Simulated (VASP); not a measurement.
**Ti: single point with PBE**

Ti:

```
CELL_PARAMETERS angstrom
-1.62775 1.50567 1.62775
1.62775 -1.50567 1.62775
1.62775 1.50567 -1.62775
ATOMIC_POSITIONS crystal
Ti 0.00000 0.00000 0.00000
```

This cell differs from its parent crystal: strain -0.0750 x Voigt [0, 1, 0, 0, 0, 0].

```json
{
 "Program": "VASP 6.6.1",
 "Task": "single point",
 "Functional": "PBE",
 "Potentials or basis": "VASP PAW PBE potentials, release 64 (Ti_sv)",
 "Cutoff": "520 eV",
 "k mesh": "26 × 26 × 26",
 "Occupations": "gaussian, width 0.15 eV",
 "Spin": "no spin polarisation",
 "Dipole correction": "no",
 "Further INCAR settings": "ALGO = Fast; EDIFF = 1e-06; NBANDS = 12"
}
```

| Quantity | Value |
| --- | --- |
| Pressure | 9.2 GPa |
| Band gap on the k mesh | zero (bands 6 and 7 overlap by 1.73 eV) |

Stress tensor (GPa, compression positive):
```
9.95 0.00 0.00
0.00 7.57 0.00
0.00 0.00 9.95
```

Levels at points of the mesh, in eV from the Fermi level:
```csv
k point,band 2,band 3,band 4,band 5,band 6,band 7,band 8,band 9,band 10,band 11
"(0.00, 0.00, 0.00)",-32.15,-32.15,-32.14,-6.15,0.63,1.28,1.28,2.55,3.32,17.53
"(0.50, 0.00, 0.00)",-33.03,-32.43,-32.18,-2.70,-0.74,1.62,2.99,3.71,4.71,9.94
"(0.00, 0.50, 0.00)",-33.03,-32.38,-32.12,-2.67,0.02,1.03,2.48,3.17,4.64,9.32
"(0.50, 0.50, 0.50)",-32.78,-32.78,-32.65,-2.54,-2.32,4.27,4.27,4.42,8.33,8.33
```

Run time: 10 min on 1 thread of AMD EPYC 7R13 (shared host), peak memory 0.31 GiB.

Caveat: the cell differs from its parent crystal (strain -0.0750 x Voigt [0, 1, 0, 0, 0, 0]); the cell stands under pressure.
